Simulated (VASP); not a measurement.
# In2GaP3 (an interface model): single point with LDA

In2GaP3 (an interface model):

```
Ga In P
1.0
     3.83346    0.00000    0.00000
    -1.91673    3.31988    0.00000
     0.00000    0.00000   20.76769
Ga In P
2 4 6
Direct
  0.32622 0.63891 0.00171
  0.68100 0.35287 0.15100
  0.31724 0.66403 0.30390
  0.33966 0.68092 0.65077
  0.66087 0.34621 0.47960
  0.67015 0.35509 0.82774
  0.33975 0.67178 0.11532
  0.31915 0.64962 0.43153
  0.33064 0.66001 0.78362
  0.65172 0.33329 0.26613
  0.67105 0.32891 0.60906
  0.68247 0.33439 0.95605
```

| Item | Value |
| --- | --- |
| Program | VASP 6.6.1 |
| Task | single point |
| Functional | LDA |
| Potentials or basis | VASP PAW LDA potentials, release 64 (Ga_d, In_d, P) |
| Cutoff | 520 eV |
| k mesh | 4 × 4 × 1 |
| Occupations | fermi-dirac, width 0.05 eV |
| Spin | no spin polarisation |

```
Pressure               : 5.9 GPa
Largest force          : 2.058 eV/Å
Band gap on the k mesh : 0.20 eV
```

Forces in eV/Å, atoms in the order of the input:
```
Ga   0.279  0.631 -1.103
Ga  -0.081 -0.474  0.289
In   0.011  0.095  1.985
In   0.326 -0.919  1.812
In   0.373 -0.950  0.896
In   0.509 -1.021  1.341
P    0.036  0.386 -0.238
P   -0.347  0.955 -0.707
P   -0.468  1.053 -1.602
P    0.068 -0.098 -1.557
P   -0.360  0.907 -1.624
P   -0.347 -0.564  0.508
```

Stress tensor (GPa, compression positive):
```
12.68 -0.10  0.65
-0.10 10.16 -1.18
 0.65 -1.18 -5.21
```

Levels at points of the mesh, in eV from the valence-band top:
```
           k point  band 51  band 52  band 53  band 54  band 55  band 56  band 57  band 58
(0.00, 0.00, 0.00)    -0.36    -0.28    -0.27     0.00     0.20     0.72     1.79     2.01
(0.50, 0.00, 0.00)    -2.36    -2.00    -1.84    -1.51     0.60     0.64     0.91     1.51
(0.00, 0.50, 0.00)    -2.24    -2.13    -1.93    -1.64     0.54     0.59     0.82     1.46
(0.50, 0.50, 0.00)    -2.32    -2.01    -1.85    -1.53     0.56     0.68     0.88     1.52
```

Wall time 8.5 min on 1 thread of Intel Xeon 8259CL, on a shared host, peak memory 0.36 GiB.

Caveat: the k points lie up to 0.47 Å⁻¹ apart; spin-orbit coupling is left out, which moves the levels of the heavy elements.
